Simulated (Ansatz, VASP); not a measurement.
LiF: VASP beside Ansatz

```
Li F
1.0
     2.96911    0.00000    0.00000
    -1.48456    2.57133    0.00000
     0.00000    0.00000    4.80732
Li F
2 2
Direct
  0.33333 0.66667 0.38115
  0.66667 0.33333 0.88115
  0.33333 0.66667 0.99384
  0.66667 0.33333 0.49384
```

Change from the starting cell: strain -0.030 along x and y, +0.000 along z, atoms carried along.

Alike in both runs: task single point; functional LDA; k mesh 9 × 9 × 6; occupations gaussian, width 0.05 eV; no spin polarisation.

|  | VASP | Ansatz |
| --- | --- | --- |
| version | VASP 6.6.1 | Ansatz 0.2.0 |
| potentials or method | VASP PAW LDA potentials, release 64 (Li_sv, F), cutoff 520 eV | scalar-relativistic, plane waves, PAW |
| valence electrons in the cell | 20 | 20 |

|  | VASP | Ansatz | Ansatz less VASP |
| --- | --- | --- | --- |
| gap on the k mesh at the Fermi level (eV) | 7.96 | 7.98 | +0.017 |
| least direct gap on the mesh (eV) | 7.96 | 7.98 | +0.017 |
| rms of the force components (eV/Å) | 0.078 | 0.078 | -0.0006 |

LDA's correlation is that of Perdew and Zunger in VASP and of Perdew and Wang (1992) in Ansatz. Atom by atom the forces differ by 0.001 eV/Å (rms over components).

Noted on VASP's run: the cutoff is under 1.25 times that of the potentials, so the pressure is a little rough.
